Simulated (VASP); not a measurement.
A run of VASP 6.6.1:

The input INCAR:

```
SYSTEM = C6F
  PREC = Accurate
  ENCUT = 520
  EDIFF = 1E-6
  ISMEAR = 0
  SIGMA = 0.1
  LREAL = .False.
  LASPH = .True.
  NELM = 80
  ALGO = Normal
  ISIF = 2
  LWAVE = .False.
  LCHARG = .True.
  LDIPOL = .True.
  IDIPOL = 3
  DIPOL = 0.5 0.5 0.303
  GGA = PE
  LELF = .True.
  LVHAR = .True.
  LVACPOTAV = .True.
  NBANDS = 44
```

Contents of KPOINTS:

```
Automatic mesh
0
Gamma
  6 3 1
  0 0 0
```

The input POSCAR:

```
C6F
1.0
    4.9326910638      0.0000000000      0.0000000000
   -1.2331727660      8.7858796651      0.0000000000
    0.0000000000      0.0000000000     22.7907133841
C F
12 2
Direct
    0.0197005045      0.0788020181      0.1755100831
    0.5197005045      0.0788020181      0.1755100831
    0.2746256306      0.0985025226      0.2058124647
    0.7746256306      0.0985025226      0.2058124647
    0.2844758829      0.1379035317      0.2664172279
    0.7844758829      0.1379035317      0.2664172279
    0.0392967069      0.1571967486      0.2959398808
    0.5392967069      0.1571967486      0.2959398808
    0.0496769807      0.1987213712      0.3592739175
    0.5496769807      0.1987213712      0.3592739175
    0.3040736564      0.2163109051      0.3857147091
    0.8040736564      0.2163109051      0.3857147091
    0.3040736564      0.0474087545      0.4348575324
    0.3040736564      0.3852130558      0.4348575324
```

Potentials or basis: VASP PAW PBE potentials, release 64 (C, F).

Command:

```sh
$ cat potpaw_PBE.64/C/POTCAR potpaw_PBE.64/F/POTCAR > POTCAR
$ mpirun -np 1 vasp_std > vasp.out
```

Hardware: 1 thread of Intel Xeon 8259CL, with other jobs on the host.

Question: How long does it take, and how much memory?

Answer: Wall time 35 min on 1 thread of Intel Xeon 8259CL, on a shared host, peak memory 1.1 GiB. Counts: scf iterations 30, k points 10.
